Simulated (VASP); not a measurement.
# TcOs (Pm-3m) in VASP: notebook

Runs on TcOs. Level: LDA. Tasks: single point, relaxation of cell and atoms.

All numbers are computed with VASP 6.6.1; they aren't measurements. Logs are shortened: lines on timing, memory, paths and dates and some standing lists are left out, and cuts for length are marked.

**1. The cell of the first run**

It takes space group Pm-3m (No. 221, cubic). Conventional cell: a = 3.038 Å, b = 3.038 Å, c = 3.038 Å, α = 90.00°, β = 90.00°, γ = 90.00°. Os (site symmetry m-3m) has 8 Tc at 2.63 Å and 6 Os at 3.04 Å within 3.5 Å. Tc (site symmetry m-3m) has 8 Os at 2.63 Å and 6 Tc at 3.04 Å within 3.5 Å.

**2. Single point, LDA**

INCAR reads:

```
PREC = Accurate ; ENCUT = 520
EDIFF = 1E-7 ; ISMEAR = 0
SIGMA = 0.05 ; LREAL = False
LASPH = True ; NELM = 60
ALGO = Normal ; ISIF = 2
LWAVE = False ; LCHARG = False
NBANDS = 18
```

KPOINTS reads:

```
Automatic mesh
0
Gamma
  8 8 8
```

POSCAR reads:

```
TcOs
1.0
    3.0375727869      0.0000000000      0.0000000000
    0.0000000000      3.0375727869      0.0000000000
    0.0000000000      0.0000000000      3.0375727869
Os Tc
1 1
Direct
    0.0000000000      0.0000000000      0.0000000000
    0.5000000000      0.5000000000      0.5000000000
```

Potentials or basis: VASP PAW LDA potentials, release 64 (Os, Tc_pv).

Command:

```
cat potpaw_LDA.64/Os/POTCAR potpaw_LDA.64/Tc_pv/POTCAR > POTCAR
mpirun -np 1 vasp_std > vasp.out
```

OUTCAR:

```text
PREC = Accurate
   ENCUT = 520
   EDIFF = 1E-7
   ISMEAR = 0
   LREAL = False
   LASPH = True
   NELM = 60
   ISIF = 2

 ion  position               nearest neighbor table
   1  0.000  0.000  0.000-   2 2.63   2 2.63   2 2.63   2 2.63   2 2.63   2 2.63   2 2.63   2 2.63

   2  0.500  0.500  0.500-   1 2.63   1 2.63   1 2.63   1 2.63   1 2.63   1 2.63   1 2.63   1 2.63

  LATTYP: Found a simple cubic cell.
 ALAT       =     3.0375727869

  Lattice vectors:

 A1 = (   3.0375727869,   0.0000000000,   0.0000000000)
 A2 = (   0.0000000000,   3.0375727869,   0.0000000000)
 A3 = (   0.0000000000,   0.0000000000,   3.0375727869)

Analysis of symmetry for initial positions (statically):
=====================================================================
 Subroutine PRICEL returns:
 Original cell was already a primitive cell.

 Routine SETGRP: Setting up the symmetry group for a
 simple cubic supercell.

 Subroutine GETGRP returns: Found 48 space group operations
 (whereof 48 operations were pure point group operations)
 out of a pool of 48 trial point group operations.

The static configuration has the point symmetry O_h .

Analysis of symmetry for dynamics (positions and initial velocities):
=====================================================================
 Subroutine PRICEL returns:
 Original cell was already a primitive cell.

 Routine SETGRP: Setting up the symmetry group for a
 simple cubic supercell.

 Subroutine GETGRP returns: Found 48 space group operations
 (whereof 48 operations were pure point group operations)
 out of a pool of 48 trial point group operations.

The dynamic configuration has the point symmetry O_h .

 Subroutine INISYM returns: Found 48 space group operations
 (whereof 48 operations are pure point group operations),
 and found     1 'primitive' translations

----------------------------------------------------------------------------------------

                                     Primitive cell

  volume of cell :      28.0272

  direct lattice vectors                    reciprocal lattice vectors
     3.037572787  0.000000000  0.000000000     0.329210218  0.000000000  0.000000000
     0.000000000  3.037572787  0.000000000     0.000000000  0.329210218  0.000000000
     0.000000000  0.000000000  3.037572787     0.000000000  0.000000000  0.329210218

  length of vectors
     3.037572787  3.037572787  3.037572787     0.329210218  0.329210218  0.329210218

  position of ions in fractional coordinates (direct lattice)
     0.000000000  0.000000000  0.000000000
     0.500000000  0.500000000  0.500000000

  ion indices of the primitive-cell ions
   primitive index   ion index
                 1           1
                 2           2

----------------------------------------------------------------------------------------

 KPOINTS: Automatic mesh

Automatic generation of k-mesh.
 Grid dimensions read from file:
 generate k-points for:    8    8    8

 Generating k-lattice:

  Cartesian coordinates                     Fractional coordinates (reciprocal lattice)
     0.041151277  0.000000000  0.000000000     0.125000000  0.000000000  0.000000000
     0.000000000  0.041151277  0.000000000     0.000000000  0.125000000  0.000000000
     0.000000000  0.000000000  0.041151277     0.000000000  0.000000000  0.125000000

  Length of vectors
     0.041151277  0.041151277  0.041151277

  Shift w.r.t. Gamma in fractional coordinates (k-lattice)
     0.000000000  0.000000000  0.000000000

 Subroutine IBZKPT returns following result:
 ===========================================

 Found     35 irreducible k-points:

 Following reciprocal coordinates:
            Coordinates               Weight
  0.000000  0.000000  0.000000      1.000000
  0.125000  0.000000  0.000000      6.000000
  0.250000  0.000000  0.000000      6.000000
  0.375000  0.000000  0.000000      6.000000
  0.500000  0.000000  0.000000      3.000000
  0.125000  0.125000  0.000000     12.000000
[... 16 lines left out ...]
  0.375000  0.375000  0.125000     24.000000
  0.500000  0.375000  0.125000     24.000000
 [... further k-points ...]
   k-points           NKPTS =     35   k-points in BZ     NKDIM =     35   number of bands    NBANDS=     18
   number of dos      NEDOS =    301   number of ions     NIONS =      2
   total plane-waves  NPLWV =  13824
   dimension x,y,z NGX =    24 NGY =   24 NGZ =   24
   dimension x,y,z NGXF=    48 NGYF=   48 NGZF=   48
   ions per type =               1   1
   NGX,Y,Z   is equivalent  to a cutoff of  13.14, 13.14, 13.14 a.u.
   NGXF,Y,Z  is equivalent  to a cutoff of  26.27, 26.27, 26.27 a.u.
 SYSTEM =  unknown system
   PREC   = accura    normal or accurate (medium, high low for compatibility)
   ISTART =      0    job   : 0-new  1-cont  2-samecut
   ICHARG =      2    charge: 1-file 2-atom 10-const
   ISPIN  =      1    spin polarized calculation?
   LNONCOLLINEAR =      F non collinear calculations
   LSORBIT =      F    spin-orbit coupling
   LASPH  =      T    aspherical Exc in radial PAW
   ENCUT  =  520.0 eV  38.22 Ry    6.18 a.u.   5.65  5.65  5.65*2*pi/ulx,y,z
   NELM   =     60;   NELMIN=  2; NELMDL= -5     # of ELM steps
   EDIFF  = 0.1E-06   stopping-criterion for ELM
   LREAL  =      F    real-space projection
   EDIFFG = 0.1E-05   stopping-criterion for IOM
   NSW    =      0    number of steps for IOM
   IBRION =     -1    ionic relax: 0-MD 1-quasi-New 2-CG
   NFREE  =      0    steps in history (QN), initial steepest desc. (CG)
   ISIF   =      2    stress and relaxation
   ISYM   =      2    0-nonsym 1-usesym 2-fastsym
   POTIM  = 0.5000    time-step for ionic-motion
   TEBEG  =    0.0;   TEEND  =   0.0 temperature during run
   PSTRESS=    0.0 pullay stress
   NELECT =      21.0000    total number of electrons
   NUPDOWN=      -1.0000    fix difference up-down
   EMIN   =  10.00;   EMAX   =-10.00  energy-range for DOS
   EFERMI =   0.00;   METHOD = LEGACY
   ISMEAR =     0;   SIGMA  =   0.05  broadening in eV -4-tet -1-fermi 0-gaus
   EFERMI_NEDOS =   21; number of points for ismear=-14 and -15
   IALGO  =     38    algorithm
   IMIX   =      4    mixing-type and parameters
     AMIX     =   0.40;   BMIX     =  1.00
     AMIX_MAG =   1.60;   BMIX_MAG =  1.00
  volume/ion in A,a.u.               =      14.01        94.57
  Fermi-wavevector in a.u.,A,eV,Ry     =   1.486921  2.809873 30.081585  2.210934
  Thomas-Fermi vector in A             =   2.600147
   LORBIT       =      0    0 simple, 1 ext, 2 COOP (PROOUT), +10 PAW based schemes
   GGA     = CA    functional components
   LHFCALC =     F    Hartree Fock is set to
   AEXX    =    0.0000 exact exchange contribution
   IVDW    =     0    specifies the selected vdW correction
   LEPSILON=     F    determine dielectric tensor
   LRPA    =     F    only Hartree local field effects (RPA)
 non-spin polarized calculation
 Gauss-broadening in eV      SIGMA  =   0.05
  energy-cutoff  :      520.00
  volume of cell :       28.03
 maximum number of plane-waves:       772
 NGX is ok and might be reduce to    24
   NGX = 11   NGY = 11   NGZ = 11

 number of electron      21.0000003 magnetization

 Free energy of the ion-electron system (eV)
  ---------------------------------------------------
  ext. energy  EPLUGINS =         0.00000000
  ---------------------------------------------------
  free energy    TOTEN  =       -23.26572074 eV

  energy without entropy =      -23.26332314  energy(sigma->0) =      -23.26452194

 E-fermi :  11.6049     XC(G=0): -14.1605

 val. band max:       11.5986022541   @ k =   0.1250   0.1250   0.1250
 cond. band min:      11.6734835547   @ k =   0.5000   0.5000   0.1250
 fundamental gap:      0.0748813006
 Fermi energy:        11.6048545054

 k-point     1 :       0.0000    0.0000    0.0000
  band No.  band energies     occupation
      1     -27.5448      2.00000
      2     -27.5448      2.00000
      3     -27.5448      2.00000
      4       1.8989      2.00000
      5       4.4632      2.00000
      6       4.4632      2.00000
[... 10 lines left out ...]
     17      20.2956      0.00000
     18      27.6476      0.00000

 k-point     2 :       0.1250    0.0000    0.0000
  band No.  band energies     occupation
      1     -27.5868      2.00000
      2     -27.5439      2.00000
      3     -27.5439      2.00000
      4       2.2727      2.00000
      5       4.6550      2.00000
      6       4.7700      2.00000
[... 10 lines left out ...]
     17      21.5998      0.00000
     18      28.0023      0.00000

 k-point     3 :       0.2500    0.0000    0.0000
  band No.  band energies     occupation
      1     -27.6869      2.00000
      2     -27.5416      2.00000
      3     -27.5416      2.00000
      4       3.2992      2.00000
      5       5.2202      2.00000
      6       5.5463      2.00000
[... 10 lines left out ...]
     17      24.3866      0.00000
     18      28.8426      0.00000

 k-point     4 :       0.3750    0.0000    0.0000
  band No.  band energies     occupation
      1     -27.7856      2.00000
      2     -27.5393      2.00000
      3     -27.5393      2.00000
      4       4.6471      2.00000
      5       6.1173      2.00000
      6       6.3159      2.00000
[... 375 lines left out ...]
      4       5.1740      2.00000
      5       5.7012      2.00000
      6       7.1230      2.00000
[... 10 lines left out ...]
     17      24.8573      0.00000
     18      26.6027      0.00000

 k-point    23 :       0.3750    0.3750    0.1250
  band No.  band energies     occupation
      1     -27.7442      2.00000
      2     -27.7342      2.00000
      3     -27.5561      2.00000
      4       4.8096      2.00000
      5       5.3667      2.00000
      6       6.7119      2.00000
[... 10 lines left out ...]
     17      24.5874      0.00000
     18      25.4389      0.00000

 k-point    24 :       0.5000    0.3750    0.1250
  band No.  band energies     occupation
      1     -27.7734      2.00000
      2     -27.7326      2.00000
      3     -27.5529      2.00000
      4       4.7132      2.00000
      5       5.1569      2.00000
      6       6.6969      2.00000
[... 10 lines left out ...]
     17      23.5834      0.00000
     18      25.0974      0.00000

 [... further k-points ...]

------------------------ aborting loop because EDIFF is reached ----------------------------------------

  FORCE on cell =-STRESS in cart. coord.  units (eV):
  Direction    XX          YY          ZZ          XY          YZ          ZX
  --------------------------------------------------------------------------------------
  -------------------------------------------------------------------------------------
  Total        0.1510133      0.1510133      0.1510133      0.0000000      0.0000000     -0.0000000
  in kB        8.6326834      8.6326834      8.6326834      0.0000000      0.0000000     -0.0000000
  external PRESSURE =       8.6326834 kB  Pullay stress =       0.0000000 kB

 VOLUME and BASIS-vectors are now :
 -----------------------------------------------------------------------------
  energy-cutoff  :      520.00
  volume of cell :       28.03
      direct lattice vectors                 reciprocal lattice vectors
     3.037572787  0.000000000  0.000000000     0.329210218  0.000000000  0.000000000
     0.000000000  3.037572787  0.000000000     0.000000000  0.329210218  0.000000000
     0.000000000  0.000000000  3.037572787     0.000000000  0.000000000  0.329210218

 POSITION                                       TOTAL-FORCE (eV/Angst)
 -----------------------------------------------------------------------------------
      0.00000      0.00000      0.00000         0.000000      0.000000      0.000000
      1.51879      1.51879      1.51879         0.000000      0.000000      0.000000
 -----------------------------------------------------------------------------------
    total drift:                                0.000000     -0.000000     -0.000000

  FREE ENERGIE OF THE ION-ELECTRON SYSTEM (eV)
  ---------------------------------------------------
  free  energy   TOTEN  =       -23.2657207395 eV

  energy  without entropy=      -23.2633231379  energy(sigma->0) =      -23.26452194
```

Run time: 5 s. Hardware: 1 thread of Intel Xeon 6975P-C (Granite Rapids), shared host; peak memory 0.14 GiB.

Results:

| Quantity | Value |
| --- | --- |
| Free energy | -23.2657 eV |
| Pressure | 0.9 GPa |

Caveat: spin-orbit coupling is left out, which moves the levels of the heavy elements.

**3. Relaxation of cell and atoms, LDA**

INCAR reads:

```
PREC     = Accurate       # precision mode
ENCUT    = 600            # plane-wave cutoff, eV
EDIFF    = 1E-6           # SCF threshold, eV
ISMEAR   = 0              # smearing method
SIGMA    = 0.05           # smearing width, eV
LREAL    = False          # projectors in reciprocal space
LASPH    = True           # aspherical terms in the spheres
NELM     = 80             # most SCF steps
ALGO     = Normal         # electronic algorithm
ISIF     = 3              # what is computed and relaxed
LWAVE    = False          # write WAVECAR
LCHARG   = False          # write CHGCAR
GGA      = CA             # functional
IBRION   = 2              # ionic algorithm
NSW      = 80             # ionic steps
EDIFFG   = -0.03          # ionic threshold
```

KPOINTS reads:

```
regular mesh
0
Gamma
  7 7 7
```

POSCAR is that of step 2.

Potentials or basis: VASP PAW LDA potentials, release 64 (Os, Tc_pv).

Command:

```
cat potpaw_LDA.64/Os/POTCAR potpaw_LDA.64/Tc_pv/POTCAR > POTCAR
mpirun -np 1 vasp_std > vasp.out
```

Wall time 6.7 s (1 thread of Intel Xeon 6975P-C (Granite Rapids), shared host); peak memory 0.13 GiB.

It converged, with:

```
Free energy                            : -23.2242 eV
Relaxed volume                         : 14.07 Å³/atom
Relaxed cell                           : a = 3.042 Å, b = 3.042 Å, c = 3.042 Å, α = 90.00°, β = 90.00°, γ = 90.00°
Space group after relaxing (to 0.05 Å) : Pm-3m (No. 221)
Energy gained by relaxing              : 0.3 meV/atom
Ionic steps                            : 3
Pressure after relaxing                : 0.0 GPa
```

Step by step:
| step | energy change (eV) | largest force (eV/Å) | pressure (GPa) | volume (Å³) |
| --- | --- | --- | --- | --- |
| 1 | 0.0000 | 0.0000 | 1.62 | 28.03 |
| 2 | 0.0077 | 0.0000 | -5.76 | 28.60 |
| 3 | -0.0006 | 0.0000 | -0.02 | 28.15 |

Final structure:
```
Os Tc
1.0
     3.04198    0.00000    0.00000
     0.00000    3.04198    0.00000
     0.00000    0.00000    3.04198
Os Tc
1 1
Direct
  0.00000 0.00000 0.00000
  0.50000 0.50000 0.50000
```

Levels at points of the mesh, in eV from the Fermi level:
```
           k point  band 7  band 8  band 9  band 10  band 11  band 12  band 13  band 14
(0.00, 0.00, 0.00)   -2.98   -2.98   -2.98     0.26     0.26     2.72     2.72     2.72
```

Caveat: spin-orbit coupling is left out, which moves the levels of the heavy elements.

(Continued in part 2 of 2.)
